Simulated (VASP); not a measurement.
# Be4ZnSe (Cm) in VASP: further runs

Be4ZnSe is run at these levels: PBE; tasks: single point, relaxation of shape and atoms at fixed volume.

All numbers are computed with VASP 6.6.1; they aren't measurements. Logs are shortened: lines on timing, memory, paths and dates and some standing lists are left out, and cuts for length are marked.

## (1) The cell of the first run

Symmetry: Cm, No. 8, monoclinic system. Conventional cell: a = 6.241 Å, b = 3.579 Å, c = 6.231 Å, α = 90.00°, β = 90.33°, γ = 90.00°. Be (site symmetry m) has 4 Be at 2.18 to 2.76 Å and 3 Se at 2.23 to 2.28 Å and 1 Zn at 2.90 Å within 2.9 Å. Within 2.6 Å of Be (site symmetry m) lie 6 Be at 1.97 to 2.29 Å and 1 Se at 2.22 Å and 3 Zn at 2.32 to 2.33 Å. Within 2.6 Å of Be (site symmetry m) lie 4 Be at 1.97 to 2.37 Å and 1 Se at 2.13 Å and 3 Zn at 2.26 to 2.27 Å. Within 2.7 Å of Be (site symmetry m) lie 3 Zn at 2.07 to 2.09 Å and 7 Be at 2.18 to 2.37 Å. Zn (site symmetry m) has 9 Be at 2.07 to 2.33 Å within 2.7 Å. Within 2.8 Å of Se (site symmetry m) lie 5 Be at 2.13 to 2.28 Å.

## (2) Single point, PBE (11.60 Å³/atom)

The input, INCAR:

```
SYSTEM = Be4ZnSe
  PREC = Accurate
  ENCUT = 520
  EDIFF = 1E-7
  ISMEAR = 0
  SIGMA = 0.1
  LREAL = .False.
  LASPH = .True.
  NELM = 100
  ALGO = Normal
  ISIF = 2
  LWAVE = .False.
  LCHARG = .False.
  GGA = PE
  NBANDS = 22
```

The input, KPOINTS:

```
regular mesh
0
Gamma
  10 10 6
  0 0 0
```

The input, POSCAR:

```
Be4ZnSe
1.0
    3.1204257054     -1.7892849397      0.0194571220
    3.1204257054      1.7892849397      0.0194571220
   -0.0026525728      0.0000000000      6.2306893556
Be Zn Se
4 1 1
Direct
    0.3533889483      0.3533889483      0.7993887798
    0.7470698603      0.7470698603      0.5957638539
    0.7465558093      0.7465558093      0.2793532879
    0.4087429434      0.4087429434      0.4538306518
    0.0785396202      0.0785396202      0.4264261431
    0.6784994352      0.6784994352      0.9452362338
```

Potentials or basis: VASP PAW PBE potentials, release 64 (Be, Zn, Se).

The run is started by

```sh
> cat potpaw_PBE.64/Be/POTCAR potpaw_PBE.64/Zn/POTCAR potpaw_PBE.64/Se/POTCAR > POTCAR
> mpirun -np 1 vasp_std > vasp.out
```

OUTCAR:

```text
SYSTEM = Be4ZnSe
   PREC = Accurate
   ENCUT = 520
   EDIFF = 1E-7
   ISMEAR = 0
   LREAL = .False.
   LASPH = .True.
   NELM = 100
   ISIF = 2
   GGA = PE

 ion  position               nearest neighbor table
   1  0.353  0.353  0.799-   4 2.18   6 2.23   6 2.28   6 2.28   2 2.29   2 2.29
   2  0.747  0.747  0.596-   3 1.97   6 2.22   4 2.23   4 2.23   1 2.29   1 2.29   4 2.29   5 2.32
                             5 2.33   5 2.33
   3  0.747  0.747  0.279-   2 1.97   6 2.13   5 2.26   5 2.26   5 2.27   4 2.33   4 2.33   4 2.37

   4  0.409  0.409  0.454-   5 2.07   5 2.09   5 2.09   1 2.18   2 2.23   2 2.23   2 2.29   3 2.33
                             3 2.33   3 2.37
   5  0.079  0.079  0.426-   4 2.07   4 2.09   4 2.09   3 2.26   3 2.26   3 2.27   2 2.32   2 2.33
                             2 2.33
   6  0.678  0.678  0.945-   3 2.13   2 2.22   1 2.23   1 2.28   1 2.28

  LATTYP: Found a base centered monoclinic cell.
 ALAT       =     6.2409727327
 B/A-ratio  =     0.5733993774
 C/A-ratio  =     0.9983523702
 COS(beta)  =    -0.0058095658

  Lattice vectors:

 A1 = (  -3.1204257054,   1.7892849397,  -0.0194571220)
 A2 = (  -3.1204257054,  -1.7892849397,  -0.0194571220)
 A3 = (  -0.0026525728,   0.0000000000,   6.2306893556)

Analysis of symmetry for initial positions (statically):
=====================================================================
 Subroutine PRICEL returns:
 Original cell was already a primitive cell.

 Routine SETGRP: Setting up the symmetry group for a
 base centered monoclinic supercell.

 Subroutine GETGRP returns: Found  2 space group operations
 (whereof  2 operations were pure point group operations)
 out of a pool of  4 trial point group operations.

The static configuration has the point symmetry C_1h.

Analysis of symmetry for dynamics (positions and initial velocities):
=====================================================================
 Subroutine PRICEL returns:
 Original cell was already a primitive cell.

 Routine SETGRP: Setting up the symmetry group for a
 base centered monoclinic supercell.

 Subroutine GETGRP returns: Found  2 space group operations
 (whereof  2 operations were pure point group operations)
 out of a pool of  4 trial point group operations.

The dynamic configuration has the point symmetry C_1h.

 Subroutine INISYM returns: Found  2 space group operations
 (whereof  2 operations are pure point group operations),
 and found     1 'primitive' translations

----------------------------------------------------------------------------------------

[... 99 lines left out ...]
   NELM   =    100;   NELMIN=  2; NELMDL= -5     # of ELM steps
   EDIFF  = 0.1E-06   stopping-criterion for ELM
   LREAL  =      F    real-space projection
   EDIFFG = 0.1E-05   stopping-criterion for IOM
   NSW    =      0    number of steps for IOM
   IBRION =     -1    ionic relax: 0-MD 1-quasi-New 2-CG
   NFREE  =      0    steps in history (QN), initial steepest desc. (CG)
   ISIF   =      2    stress and relaxation
   ISYM   =      2    0-nonsym 1-usesym 2-fastsym
   POTIM  = 0.5000    time-step for ionic-motion
   TEBEG  =    0.0;   TEEND  =   0.0 temperature during run
   PSTRESS=    0.0 pullay stress
   NELECT =      26.0000    total number of electrons
   NUPDOWN=      -1.0000    fix difference up-down
   EMIN   =  10.00;   EMAX   =-10.00  energy-range for DOS
   EFERMI =   0.00;   METHOD = LEGACY
   ISMEAR =     0;   SIGMA  =   0.10  broadening in eV -4-tet -1-fermi 0-gaus
   EFERMI_NEDOS =   21; number of points for ismear=-14 and -15
   IALGO  =     38    algorithm
   IMIX   =      4    mixing-type and parameters
     AMIX     =   0.40;   BMIX     =  1.00
     AMIX_MAG =   1.60;   BMIX_MAG =  1.00
  volume/ion in A,a.u.               =      11.60        78.25
  Fermi-wavevector in a.u.,A,eV,Ry     =   1.179177  2.228322 18.918342  1.390459
  Thomas-Fermi vector in A             =   2.315493
   LORBIT       =      0    0 simple, 1 ext, 2 COOP (PROOUT), +10 PAW based schemes
   GGA     = PE    functional components
   LHFCALC =     F    Hartree Fock is set to
   AEXX    =    0.0000 exact exchange contribution
   IVDW    =     0    specifies the selected vdW correction
   LEPSILON=     F    determine dielectric tensor
   LRPA    =     F    only Hartree local field effects (RPA)
 non-spin polarized calculation
 Gauss-broadening in eV      SIGMA  =   0.10
  energy-cutoff  :      520.00
  volume of cell :       69.58
 maximum number of plane-waves:      1915
   NGX = 13   NGY = 13   NGZ = 23

 number of electron      25.9999988 magnetization

 Free energy of the ion-electron system (eV)
  ---------------------------------------------------
  ext. energy  EPLUGINS =         0.00000000
  ---------------------------------------------------
  free energy    TOTEN  =       -19.05065683 eV

  energy without entropy =      -19.04689499  energy(sigma->0) =      -19.04877591

 E-fermi :   5.8151     XC(G=0): -10.4431

 val. band max:        5.8134985319   @ k =  -0.1000  -0.1000   0.1667
 cond. band min:       5.8352220655   @ k =  -0.4000   0.4000   0.5000
 fundamental gap:      0.0217235336
 Fermi energy:         5.8151254994

 k-point     1 :       0.0000    0.0000    0.0000
  band No.  band energies     occupation
      1     -10.0154      2.00000
      2      -4.6073      2.00000
      3      -2.9505      2.00000
      4      -2.9485      2.00000
      5      -2.5469      2.00000
      6      -2.4254      2.00000
[... 589 lines left out ...]
     21      13.9215      0.00000
     22      14.4417      0.00000

 [... further k-points ...]
[... 5 lines left out ...]
  --------------------------------------------------------------------------------------
  -------------------------------------------------------------------------------------
  Total        5.6284074      5.6106243      5.5976158      0.0000000      0.0000000     -0.0046309
  in kB      129.6091039    129.1996010    128.9000457      0.0000000      0.0000000     -0.1066399
  external PRESSURE =     129.2362502 kB  Pullay stress =       0.0000000 kB

 VOLUME and BASIS-vectors are now :
 -----------------------------------------------------------------------------
  energy-cutoff  :      520.00
  volume of cell :       69.58
      direct lattice vectors                 reciprocal lattice vectors
     3.120425705 -1.789284940  0.019457122     0.160234122 -0.279441239  0.000068216
     3.120425705  1.789284940  0.019457122     0.160234122  0.279441239  0.000068216
    -0.002652573  0.000000000  6.230689356    -0.001000754  0.000000000  0.160495459

 POSITION                                       TOTAL-FORCE (eV/Angst)
 -----------------------------------------------------------------------------------
      2.20333      0.00000      4.99450        -0.004387      0.000000     -0.005577
      4.66077      0.00000      3.74109         0.006492      0.000000     -0.000443
      4.65840      0.00000      1.76962         0.003958      0.000000     -0.004692
      2.54970      0.00000      2.84358        -0.001762      0.000000      0.001439
      0.48902      0.00000      2.65999         0.000583      0.000000     -0.001806
      4.23191      0.00000      5.91588        -0.004884      0.000000      0.011078
 -----------------------------------------------------------------------------------
    total drift:                               -0.000055      0.000000     -0.000162

  FREE ENERGIE OF THE ION-ELECTRON SYSTEM (eV)
  ---------------------------------------------------
  free  energy   TOTEN  =       -19.0506568312 eV

  energy  without entropy=      -19.0468949929  energy(sigma->0) =      -19.04877591
```

OSZICAR:

```text
N       E                     dE             d eps       ncg     rms          rms(c)
DAV:   1     0.130576554118E+03    0.13058E+03   -0.11549E+04  7584   0.124E+03
DAV:   2    -0.964427735377E+01   -0.14022E+03   -0.13278E+03  7720   0.278E+02
DAV:   3    -0.211739099464E+02   -0.11530E+02   -0.11330E+02  9640   0.801E+01
DAV:   4    -0.213689563697E+02   -0.19505E+00   -0.19478E+00  9368   0.983E+00
DAV:   5    -0.213701755208E+02   -0.12192E-02   -0.12190E-02  9542   0.748E-01    0.855E+00
DAV:   6    -0.193703443685E+02    0.19998E+01   -0.54914E+00 10630   0.661E+01    0.541E+00
DAV:   7    -0.190886480550E+02    0.28170E+00   -0.16436E+00 10888   0.190E+01    0.186E+00
DAV:   8    -0.190533379851E+02    0.35310E-01   -0.20899E-01  9716   0.342E+00    0.761E-01
DAV:   9    -0.190505342831E+02    0.28037E-02   -0.15901E-02  9856   0.164E+00    0.180E-01
DAV:  10    -0.190506330529E+02   -0.98770E-04   -0.35610E-03  9414   0.605E-01    0.783E-02
DAV:  11    -0.190506495846E+02   -0.16532E-04   -0.26326E-04  9224   0.140E-01    0.161E-02
DAV:  12    -0.190506558441E+02   -0.62595E-05   -0.33605E-05  9566   0.560E-02    0.765E-03
DAV:  13    -0.190506568463E+02   -0.10022E-05   -0.41968E-06  9362   0.154E-02    0.278E-03
DAV:  14    -0.190506568312E+02    0.15117E-07   -0.82807E-07  9524   0.168E-02
   1 F= -.19050657E+02 E0= -.19048776E+02  d E =-.376184E-02
```

Wall time 3.1 min (1 thread of Intel Xeon Platinum 8259CL at 2.50GHz (Skylake/Cascade Lake), shared host); peak memory 0.39 GiB.

Results:

```
Free energy            : -19.0507 eV
Pressure               : 12.9 GPa
Largest force          : 0.012 eV/Å
Band gap on the k mesh : zero (bands 13 and 14 overlap by 2.51 eV)
```

Forces in eV/Å, atoms in the order of the input:
```
Be  -0.004  0.000 -0.006
Be   0.006  0.000  0.000
Be   0.004  0.000 -0.005
Be  -0.002  0.000  0.001
Zn   0.001  0.000 -0.002
Se  -0.005  0.000  0.011
```

Caveat: the cell stands under pressure.

## (3) Single point, PBE

This run uses another cell than the first one, of 13.18 Å³/atom.

The input, INCAR:

```
SYSTEM = Be4ZnSe
PREC     = Accurate       ! precision mode
ENCUT    = 520            ! plane-wave cutoff, eV
EDIFF    = 1E-6           ! SCF threshold, eV
ISMEAR   = 0              ! smearing method
SIGMA    = 0.1            ! smearing width, eV
LREAL    = .FALSE.        ! projectors in reciprocal space
LASPH    = .TRUE.         ! aspherical terms in the spheres
NELM     = 60             ! most SCF steps
ALGO     = Normal         ! electronic algorithm
ISIF     = 2              ! what is computed and relaxed
LWAVE    = .FALSE.        ! write WAVECAR
LCHARG   = .FALSE.        ! write CHGCAR
GGA      = PE             ! functional
NBANDS   = 22             ! bands
```

The input, KPOINTS:

```
Automatic mesh
0
G
  10 10 6
  0 0 0
```

The input, POSCAR:

```
Be4ZnSe
1.0
    3.2393811321     -1.8579889216     -0.0054036828
    3.2393811321      1.8579889216     -0.0054036828
   -0.0540418385      0.0000000000      6.5682356469
Be Zn Se
4 1 1
Direct
    0.3738808750      0.3738808750      0.7999789049
    0.7382347970      0.7382347970      0.5916386612
    0.7318018848      0.7318018848      0.2824975180
    0.3980349447      0.3980349447      0.4577489231
    0.0669090251      0.0669090251      0.4269438597
    0.7039350902      0.7039350902      0.9411910832
```

Potentials or basis: VASP PAW PBE potentials, release 64 (Be, Zn, Se).

The run is started by

```sh
> cat potpaw_PBE.64/Be/POTCAR potpaw_PBE.64/Zn/POTCAR potpaw_PBE.64/Se/POTCAR > POTCAR
> mpirun -np 1 vasp_std > vasp.out
```

Run time: 3.5 min. Hardware: 1 thread of Intel Xeon Platinum 8259CL at 2.50GHz (Skylake/Cascade Lake), shared host; peak memory 0.42 GiB.

The run converged. Its results:

```yaml
Free_energy: -19.4019 eV
Pressure: 0.2 GPa
Largest_force: 0.010 eV/Å
Band_gap_on_the_k_mesh: zero (bands 13 and 14 overlap by 2.26 eV)
```

Forces on the atoms (eV/Å):
```
Be  -0.001  0.000 -0.008
Be   0.003  0.000  0.006
Be   0.002  0.000  0.001
Be   0.000  0.000  0.005
Zn   0.000  0.000 -0.010
Se  -0.004  0.000  0.007
```

Stress tensor (GPa, compression positive):
```
0.24 0.00 0.00
0.00 0.22 0.00
0.00 0.00 0.11
```

Levels at points of the mesh, in eV from the Fermi level:
```tsv
k point	band 10	band 11	band 12	band 13	band 14	band 15	band 16	band 17
(0.00, 0.00, 0.00)	-2.70	-1.40	0.78	1.37	1.42	1.78	2.11	2.12
(0.50, 0.00, 0.00)	-5.37	-4.16	-2.83	-1.81	0.83	2.11	2.59	2.80
(0.50, 0.50, 0.00)	-5.41	-4.11	-2.74	-1.70	0.85	2.04	2.55	2.69
(0.00, 0.00, 0.50)	-2.74	-2.65	0.92	1.17	1.83	1.97	2.25	3.39
(0.50, 0.00, 0.50)	-4.89	-3.96	-2.33	-1.56	-0.35	1.84	2.34	2.89
(0.50, 0.50, 0.50)	-4.90	-3.89	-2.26	-1.47	-0.63	1.90	2.21	3.21
```

## (4) Relaxation of shape and atoms at fixed volume, PBE (11.60 Å³/atom)

The input, INCAR:

```
SYSTEM = Be4ZnSe
ALGO     = Normal         ! electronic algorithm
EDIFF    = 1E-6           ! SCF threshold, eV
EDIFFG   = -0.01          ! ionic threshold
ENCUT    = 600            ! plane-wave cutoff, eV
GGA      = PE             ! functional
IBRION   = 2              ! ionic algorithm
ISIF     = 4              ! what is computed and relaxed
ISMEAR   = 0              ! smearing method
LASPH    = .TRUE.         ! aspherical terms in the spheres
LCHARG   = .FALSE.        ! write CHGCAR
LREAL    = .FALSE.        ! projectors in reciprocal space
LWAVE    = .FALSE.        ! write WAVECAR
NELM     = 100            ! most SCF steps
NSW      = 50             ! ionic steps
PREC     = Accurate       ! precision mode
SIGMA    = 0.1            ! smearing width, eV
```

The input, KPOINTS:

```
k-points
0
G
  10 10 6
  0 0 0
```

The input, POSCAR:

```
Be4ZnSe
1.0
    3.1182124159     -1.7861646965      0.0064617468
    3.1182124159      1.7861646965      0.0064617468
   -0.0286943460      0.0000000000      6.2459610713
Be Zn Se
4 1 1
Direct
    0.3568273283      0.3568273283      0.7996391459
    0.7467022108      0.7467022108      0.5945992131
    0.7428896713      0.7428896713      0.2800834601
    0.4064954006      0.4064954006      0.4550748874
    0.0763311704      0.0763311704      0.4267325026
    0.6835508354      0.6835508354      0.9438697411
```

The run is started by

```sh
> cat potpaw_PBE.64/Be/POTCAR potpaw_PBE.64/Zn/POTCAR potpaw_PBE.64/Se/POTCAR > POTCAR
> mpirun -np 1 vasp_std > vasp.out
```

Wall time 15 min (1 thread of Intel Xeon Platinum 8259CL at 2.50GHz (Skylake/Cascade Lake), shared host); peak memory 0.43 GiB.

The run converged. Its results:

```yaml
Free_energy: -19.0501 eV
Energy_gained_by_relaxing: 0.3 meV/atom
Ionic_steps: 10
Pressure_after_relaxing: 12.9 GPa
Largest_force_after_relaxing: 0.010 eV/Å
Band_gap_on_the_k_mesh: zero (bands 13 and 14 overlap by 2.51 eV)
```

Forces in eV/Å, atoms in the order of the input:
```
Be  -0.010  0.000 -0.001
Be   0.009  0.000  0.000
Be   0.001  0.000  0.001
Be   0.005  0.000  0.000
Zn   0.003  0.000  0.001
Se  -0.009  0.000  0.000
```

Step by step:
| step | energy change (eV) | largest force (eV/Å) | pressure (GPa) | volume (Å³) |
| --- | --- | --- | --- | --- |
| 1 | 0.0000 | 0.1077 | 13.19 | 69.58 |
| 2 | -0.0008 | 0.0378 | 13.10 | 69.58 |
| 3 | -0.0009 | 0.0540 | 13.09 | 69.58 |
| 4 | -0.0012 | 0.0383 | 13.07 | 69.58 |
| 5 | -0.0015 | 0.0230 | 13.01 | 69.58 |
| 6 | -0.0016 | 0.0263 | 12.99 | 69.58 |
| 7 | -0.0016 | 0.0305 | 13.00 | 69.58 |
| 8 | -0.0018 | 0.0240 | 12.97 | 69.58 |
| 9 | -0.0018 | 0.0216 | 12.96 | 69.58 |
| 10 | -0.0019 | 0.0098 | 12.95 | 69.58 |

Final structure:
```yaml
crystal:
  lattice:
    - [3.11932, -1.78883, 0.02186]
    - [3.11932, 1.78883, 0.02186]
    - [0.00213, 0.00000, 6.23453]
  atoms:
    - { symbol: Be, position: [0.35609, 0.35609, 0.79902] }
    - { symbol: Be, position: [0.74533, 0.74533, 0.59592] }
    - { symbol: Be, position: [0.74565, 0.74565, 0.27970] }
    - { symbol: Be, position: [0.40754, 0.40754, 0.45360] }
    - { symbol: Zn, position: [0.07724, 0.07724, 0.42630] }
    - { symbol: Se, position: [0.68095, 0.68095, 0.94546] }
```

Levels at points of the mesh, in eV from the Fermi level:
```tsv
k point	band 10	band 11	band 12	band 13	band 14	band 15	band 16	band 17
(0.00, 0.00, 0.00)	-2.79	-1.32	1.19	1.26	1.36	1.94	2.47	2.81
(0.50, 0.00, 0.00)	-5.68	-4.48	-3.22	-2.03	1.02	2.21	2.68	3.27
(0.50, 0.50, 0.00)	-5.72	-4.48	-3.02	-1.74	1.11	2.01	2.48	3.06
(0.00, 0.00, 0.50)	-2.88	-2.72	0.91	1.32	2.02	2.07	2.47	3.69
(0.50, 0.00, 0.50)	-5.13	-4.28	-2.57	-1.64	-0.07	2.10	2.45	2.99
(0.50, 0.50, 0.50)	-5.06	-4.18	-2.51	-1.45	-0.58	1.98	2.11	3.62
```

## (5) Summary

| task | cell | cutoff (eV) | gap on the mesh (eV) | pressure (GPa) | largest force (eV/Å) |
| --- | --- | --- | --- | --- | --- |
| single point | a = 3.597, b = 3.597, c = 6.231 Å, angles 89.7, 89.7, 59.7°, 6 atoms, atomic positions A | 520 | none | 12.9 | 0.01 |
| single point | a = 3.734, b = 3.734, c = 6.568 Å, angles 90.5, 90.5, 59.7°, 6 atoms, atomic positions B | 520 | none | 0.2 | 0.01 |
| relaxation of shape and atoms at fixed volume | relaxed from a = 3.594, b = 3.594, c = 6.246 Å, angles 90.1, 90.1, 59.6°, 6 atoms, atomic positions C | 600 | none | 12.9 | 0.01 |

Alike in all rows: level PBE; potentials or basis VASP PAW PBE potentials, release 64 (Be, Zn, Se); no spin polarisation; k mesh 10 × 10 × 6; smearing gaussian 0.1 eV.

Caveats: the cell stands under pressure (at least some runs).

Absolute energies hang on the potentials; compare differences alone.

The gap in the log of VASP goes by the Fermi energy; the results here count the filled bands.